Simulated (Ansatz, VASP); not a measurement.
GaSi16: VASP beside Ansatz

```
Si Ga
1.0
     0.00000    5.43000    5.43000
     5.43000    0.00000    5.43000
     5.43000    5.43000    0.00000
Si Ga
16 1
Direct
  0.00122 0.00134 0.99621
  0.12223 0.12226 0.12775
  0.00119 0.00131 0.50122
  0.12511 0.12477 0.62503
  0.98556 0.50470 0.00485
  0.12210 0.62788 0.12791
  0.00134 0.49595 0.50137
  0.12213 0.62785 0.62213
  0.50442 0.98679 0.00438
  0.62774 0.12227 0.12774
  0.49629 0.00130 0.50122
  0.62771 0.12231 0.62228
  0.50488 0.50467 0.00482
  0.62464 0.62573 0.12491
  0.50478 0.50458 0.48587
  0.62787 0.62784 0.62214
  0.37426 0.37650 0.87485
```

Alike in both runs: functional PBE; k mesh 2 × 2 × 2; occupations fermi-dirac, width 0.02 eV; collinear spin.

Ansatz relaxed the structure, and its values are those at the end. VASP's run is a single point on that final structure, the one shown.

```csv
,VASP,Ansatz
version,VASP 6.6.1,Ansatz 0.2.0
potentials or method,"VASP PAW PBE potentials, release 64 (Si, Ga_d), cutoff 520 eV","scalar-relativistic, plane waves, PAW"
valence electrons in the cell,77,77
```

|  | VASP | Ansatz | Ansatz less VASP |
| --- | --- | --- | --- |
| rms of the force components (eV/Å) | 0.012 | 0.012 | +0.0006 |
| net moment per atom (μB) | 0.00 | 0.00 | 0.000 |

With one functional, cell and mesh, what is left measures potentials, basis and numerics. Ansatz's warnings: seeded moment not kept.

The k mesh is coarse, so the values compare programs but aren't converged.
